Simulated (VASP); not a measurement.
# AlNi (Pm-3m) in VASP: a series of runs

The runs below take AlNi through single point, relaxation of cell and atoms, with r2SCAN.

Everything below comes from runs of VASP 6.6.1. Logs are shortened: lines on timing, memory, paths and dates and some standing lists are left out, and cuts for length are marked.

## (1) The cell of the first run

It takes space group Pm-3m (No. 221, cubic). The conventional cell has a = 2.863 Å, b = 2.863 Å, c = 2.863 Å, α = 90.00°, β = 90.00°, γ = 90.00°. Al (site symmetry m-3m) has 8 Ni at 2.48 Å and 6 Al at 2.86 Å within 3.3 Å. Within 3.3 Å of Ni (site symmetry m-3m) lie 8 Al at 2.48 Å and 6 Ni at 2.86 Å.

## (2) Single point, r2SCAN

Contents of POSCAR:

```
AlNi
1.0
    2.8633133089      0.0000000000      0.0000000000
    0.0000000000      2.8633133089      0.0000000000
    0.0000000000      0.0000000000      2.8633133089
Al Ni
1 1
Direct
    0.5000000000      0.5000000000      0.5000000000
    0.0000000000      0.0000000000      0.0000000000
```

Contents of INCAR.step1:

```
PREC = Accurate
ENCUT = 520
ISMEAR = 0
SIGMA = 0.1
LREAL = F
LASPH = T
NELM = 100
NBANDS = 14
GGA = PE
ALGO = Normal
EDIFF = 1E-4
LWAVE = T
LCHARG = F
```

Contents of INCAR.step2:

```
PREC = Accurate
ENCUT = 520
EDIFF = 1E-6
ISMEAR = 0
SIGMA = 0.1
LREAL = F
LASPH = T
NELM = 100
ALGO = Normal
ISIF = 2
LWAVE = F
LCHARG = F
METAGGA = R2SCAN
LMIXTAU = T
NBANDS = 14
ISTART = 1
```

Contents of KPOINTS:

```
Automatic mesh
0
Gamma
  14 14 14
```

Potentials or basis: VASP PAW PBE potentials, release 64 (Al, Ni).

On the command line:

```console
$ cat potpaw_PBE.64/Al/POTCAR potpaw_PBE.64/Ni/POTCAR > POTCAR
$ cp INCAR.step1 INCAR
$ mpirun -np 1 vasp_std > vasp.out
$ cp INCAR.step2 INCAR
$ mpirun -np 1 vasp_std > vasp.out
```

OUTCAR:

```text
PREC = Accurate
   ENCUT = 520
   EDIFF = 1E-6
   ISMEAR = 0
   LREAL = F
   LASPH = T
   NELM = 100
   ISIF = 2
   METAGGA = R2SCAN
   ISTART = 1

 ion  position               nearest neighbor table
   1  0.500  0.500  0.500-   2 2.48   2 2.48   2 2.48   2 2.48   2 2.48   2 2.48   2 2.48   2 2.48

   2  0.000  0.000  0.000-   1 2.48   1 2.48   1 2.48   1 2.48   1 2.48   1 2.48   1 2.48   1 2.48

  LATTYP: Found a simple cubic cell.
 ALAT       =     2.8633133089

  Lattice vectors:

 A1 = (   2.8633133089,   0.0000000000,   0.0000000000)
 A2 = (   0.0000000000,   2.8633133089,   0.0000000000)
 A3 = (   0.0000000000,   0.0000000000,   2.8633133089)

Analysis of symmetry for initial positions (statically):
=====================================================================
 Subroutine PRICEL returns:
 Original cell was already a primitive cell.

 Routine SETGRP: Setting up the symmetry group for a
 simple cubic supercell.

 Subroutine GETGRP returns: Found 48 space group operations
 (whereof 48 operations were pure point group operations)
 out of a pool of 48 trial point group operations.

The static configuration has the point symmetry O_h .

Analysis of symmetry for dynamics (positions and initial velocities):
=====================================================================
 Subroutine PRICEL returns:
 Original cell was already a primitive cell.

 Routine SETGRP: Setting up the symmetry group for a
 simple cubic supercell.

 Subroutine GETGRP returns: Found 48 space group operations
 (whereof 48 operations were pure point group operations)
 out of a pool of 48 trial point group operations.

The dynamic configuration has the point symmetry O_h .

 Subroutine INISYM returns: Found 48 space group operations
 (whereof 48 operations are pure point group operations),
 and found     1 'primitive' translations

----------------------------------------------------------------------------------------

                                     Primitive cell

  volume of cell :      23.4751

  direct lattice vectors                    reciprocal lattice vectors
     2.863313309  0.000000000  0.000000000     0.349245749  0.000000000  0.000000000
     0.000000000  2.863313309  0.000000000     0.000000000  0.349245749  0.000000000
     0.000000000  0.000000000  2.863313309     0.000000000  0.000000000  0.349245749

  length of vectors
     2.863313309  2.863313309  2.863313309     0.349245749  0.349245749  0.349245749

  position of ions in fractional coordinates (direct lattice)
     0.500000000  0.500000000  0.500000000
     0.000000000  0.000000000  0.000000000

  ion indices of the primitive-cell ions
   primitive index   ion index
                 1           1
                 2           2

----------------------------------------------------------------------------------------

 KPOINTS: Automatic mesh

Automatic generation of k-mesh.
 Grid dimensions read from file:
 generate k-points for:   14   14   14

 Generating k-lattice:

  Cartesian coordinates                     Fractional coordinates (reciprocal lattice)
     0.024946125  0.000000000  0.000000000     0.071428571  0.000000000  0.000000000
     0.000000000  0.024946125  0.000000000     0.000000000  0.071428571  0.000000000
     0.000000000  0.000000000  0.024946125     0.000000000  0.000000000  0.071428571

  Length of vectors
     0.024946125  0.024946125  0.024946125

  Shift w.r.t. Gamma in fractional coordinates (k-lattice)
     0.000000000  0.000000000  0.000000000

 Subroutine IBZKPT returns following result:
 ===========================================

 Found    120 irreducible k-points:

 Following reciprocal coordinates:
            Coordinates               Weight
  0.000000  0.000000  0.000000      1.000000
  0.071429  0.000000  0.000000      6.000000
  0.142857  0.000000  0.000000      6.000000
  0.214286  0.000000  0.000000      6.000000
  0.285714  0.000000  0.000000      6.000000
  0.357143  0.000000  0.000000      6.000000
[... 16 lines left out ...]
  0.285714  0.214286  0.000000     24.000000
  0.357143  0.214286  0.000000     24.000000
 [... further k-points ...]
   k-points           NKPTS =    120   k-points in BZ     NKDIM =    120   number of bands    NBANDS=     14
   number of dos      NEDOS =    301   number of ions     NIONS =      2
   total plane-waves  NPLWV =  13824
   dimension x,y,z NGX =    24 NGY =   24 NGZ =   24
   dimension x,y,z NGXF=    48 NGYF=   48 NGZF=   48
   ions per type =               1   1
   NGX,Y,Z   is equivalent  to a cutoff of  13.93, 13.93, 13.93 a.u.
   NGXF,Y,Z  is equivalent  to a cutoff of  27.87, 27.87, 27.87 a.u.
 SYSTEM =  unknown system
   PREC   = accura    normal or accurate (medium, high low for compatibility)
   ISTART =      1    job   : 0-new  1-cont  2-samecut
   ICHARG =      0    charge: 1-file 2-atom 10-const
   ISPIN  =      1    spin polarized calculation?
   LNONCOLLINEAR =      F non collinear calculations
   LSORBIT =      F    spin-orbit coupling
   LASPH  =      T    aspherical Exc in radial PAW
   ENCUT  =  520.0 eV  38.22 Ry    6.18 a.u.   5.32  5.32  5.32*2*pi/ulx,y,z
   NELM   =    100;   NELMIN=  2; NELMDL=  0     # of ELM steps
   EDIFF  = 0.1E-05   stopping-criterion for ELM
   LREAL  =      F    real-space projection
   EDIFFG = 0.1E-04   stopping-criterion for IOM
   NSW    =      0    number of steps for IOM
   IBRION =     -1    ionic relax: 0-MD 1-quasi-New 2-CG
   NFREE  =      0    steps in history (QN), initial steepest desc. (CG)
   ISIF   =      2    stress and relaxation
   ISYM   =      2    0-nonsym 1-usesym 2-fastsym
   POTIM  = 0.5000    time-step for ionic-motion
   TEBEG  =    0.0;   TEEND  =   0.0 temperature during run
   PSTRESS=    0.0 pullay stress
   NELECT =      13.0000    total number of electrons
   NUPDOWN=      -1.0000    fix difference up-down
   EMIN   =  10.00;   EMAX   =-10.00  energy-range for DOS
   EFERMI =   0.00;   METHOD = LEGACY
   ISMEAR =     0;   SIGMA  =   0.10  broadening in eV -4-tet -1-fermi 0-gaus
   EFERMI_NEDOS =   21; number of points for ismear=-14 and -15
   IALGO  =     38    algorithm
   IMIX   =      4    mixing-type and parameters
     AMIX     =   0.40;   BMIX     =  1.00
     AMIX_MAG =   1.60;   BMIX_MAG =  1.00
  volume/ion in A,a.u.               =      11.74        79.21
  Fermi-wavevector in a.u.,A,eV,Ry     =   1.344375  2.540500 24.590408  1.807344
  Thomas-Fermi vector in A             =   2.472374
   LORBIT       =      0    0 simple, 1 ext, 2 COOP (PROOUT), +10 PAW based schemes
   METAGGA = R2SCAN    functional components
   LHFCALC =     F    Hartree Fock is set to
   AEXX    =    0.0000 exact exchange contribution
   IVDW    =     0    specifies the selected vdW correction
   LEPSILON=     F    determine dielectric tensor
   LRPA    =     F    only Hartree local field effects (RPA)
 non-spin polarized calculation
 Gauss-broadening in eV      SIGMA  =   0.10
  energy-cutoff  :      520.00
  volume of cell :       23.48
 maximum number of plane-waves:       655
 NGX is ok and might be reduce to    24
   NGX = 11   NGY = 11   NGZ = 11

 number of electron      13.0000011 magnetization

 Free energy of the ion-electron system (eV)
  ---------------------------------------------------
  ext. energy  EPLUGINS =         0.00000000
  ---------------------------------------------------
  free energy    TOTEN  =       -20.06867026 eV

  energy without entropy =      -20.06357185  energy(sigma->0) =      -20.06612105

 E-fermi :  10.1032     XC(G=0): -13.1106

 val. band max:       10.0921499810   @ k =   0.5000   0.5000   0.2857
 cond. band min:      10.1082012855   @ k =   0.3571   0.2143   0.0714
 fundamental gap:      0.0160513044
 Fermi energy:        10.1032200352

 k-point     1 :       0.0000    0.0000    0.0000
  band No.  band energies     occupation
      1      -1.7212      2.00000
      2       6.6965      2.00000
      3       6.6965      2.00000
      4       8.4913      2.00000
      5       8.4913      2.00000
      6       8.4913      2.00000
      7      16.1082      0.00000
      8      16.1082      0.00000
      9      16.1082      0.00000
     10      18.5896      0.00000
     11      18.5896      0.00000
     12      25.5124      0.00000
     13      32.3864      0.00000
     14      32.3864      0.00000

 k-point     2 :       0.0714    0.0000    0.0000
  band No.  band energies     occupation
      1      -1.6209      2.00000
      2       6.6873      2.00000
      3       6.7210      2.00000
      4       8.4482      2.00000
      5       8.4482      2.00000
      6       8.4959      2.00000
      7      15.0132      0.00000
      8      16.2394      0.00000
      9      16.2394      0.00000
     10      18.5972      0.00000
     11      19.6061      0.00000
     12      25.8419      0.00000
     13      31.2704      0.00000
     14      31.2704      0.00000

 k-point     3 :       0.1429    0.0000    0.0000
  band No.  band energies     occupation
      1      -1.3215      2.00000
      2       6.6343      2.00000
      3       6.7904      2.00000
      4       8.3318      2.00000
      5       8.3318      2.00000
      6       8.5087      2.00000
      7      13.2952      0.00000
      8      16.6207      0.00000
      9      16.6207      0.00000
     10      18.6196      0.00000
     11      21.0528      0.00000
     12      26.8818      0.00000
     13      29.4496      0.00000
     14      29.4496      0.00000
[... 324 lines left out ...]
 k-point    23 :       0.2857    0.2143    0.0000
  band No.  band energies     occupation
      1       0.6981      2.00000
      2       6.3320      2.00000
      3       6.9090      2.00000
      4       7.7234      2.00000
      5       8.0594      2.00000
      6       8.2660      2.00000
      7      10.8837      0.00000
      8      13.5202      0.00000
      9      19.0558      0.00000
     10      19.5677      0.00000
     11      22.5588      0.00000
     12      26.5306      0.00000
     13      27.0364      0.00000
     14      28.6430      0.00000

 k-point    24 :       0.3571    0.2143    0.0000
  band No.  band energies     occupation
      1       1.5178      2.00000
      2       5.6117      2.00000
      3       7.0955      2.00000
      4       7.6704      2.00000
      5       7.9309      2.00000
      6       8.2868      2.00000
      7      10.0428      1.60721
      8      14.1728      0.00000
      9      18.4501      0.00000
     10      19.9745      0.00000
     11      22.5529      0.00000
     12      24.9740      0.00000
     13      27.3178      0.00000
     14      29.0015      0.00000

 [... further k-points ...]
[... 5 lines left out ...]
  --------------------------------------------------------------------------------------
  -------------------------------------------------------------------------------------
  Total       -0.0293861     -0.0293861     -0.0293861     -0.0000000     -0.0000000      0.0000000
  in kB       -2.0056069     -2.0056069     -2.0056069     -0.0000000     -0.0000000      0.0000000
  external PRESSURE =      -2.0056069 kB  Pullay stress =       0.0000000 kB

 VOLUME and BASIS-vectors are now :
 -----------------------------------------------------------------------------
  energy-cutoff  :      520.00
  volume of cell :       23.48
      direct lattice vectors                 reciprocal lattice vectors
     2.863313309  0.000000000  0.000000000     0.349245749  0.000000000  0.000000000
     0.000000000  2.863313309  0.000000000     0.000000000  0.349245749  0.000000000
     0.000000000  0.000000000  2.863313309     0.000000000  0.000000000  0.349245749

 POSITION                                       TOTAL-FORCE (eV/Angst)
 -----------------------------------------------------------------------------------
      1.43166      1.43166      1.43166         0.000000      0.000000      0.000000
      0.00000      0.00000      0.00000         0.000000      0.000000      0.000000
 -----------------------------------------------------------------------------------
    total drift:                                0.000000      0.000000      0.000000

  FREE ENERGIE OF THE ION-ELECTRON SYSTEM (eV)
  ---------------------------------------------------
  free  energy   TOTEN  =       -20.0686702594 eV

  energy  without entropy=      -20.0635718500  energy(sigma->0) =      -20.06612105
```

Wall time 64 s (1 thread of Intel Xeon Platinum 8488C (Sapphire Rapids), shared host); peak memory 0.17 GiB.

What came out:

| Property | Result |
| --- | --- |
| Free energy | -20.0687 eV |
| Pressure | -0.2 GPa |

Levels at points of the mesh, in eV from the Fermi level:
```tsv
k point	band 4	band 5	band 6	band 7	band 8	band 9	band 10	band 11
(0.00, 0.00, 0.00)	-1.61	-1.61	-1.61	6.00	6.00	6.00	8.49	8.49
(0.50, 0.00, 0.00)	-2.36	-2.36	-1.52	-0.63	8.70	10.68	10.68	11.83
(0.50, 0.50, 0.00)	-3.12	-2.18	-2.18	-1.02	1.65	2.82	13.53	16.00
(0.50, 0.50, 0.50)	-0.99	-0.99	2.05	2.05	2.05	4.67	4.74	4.74
```

Caveat: the PAW data sets were made with another functional, which shifts forces and pressure a little. Spin polarisation is off, so any magnetic state and its effect on volume and gap are missing.

(Part 1 of 2 ends here.)
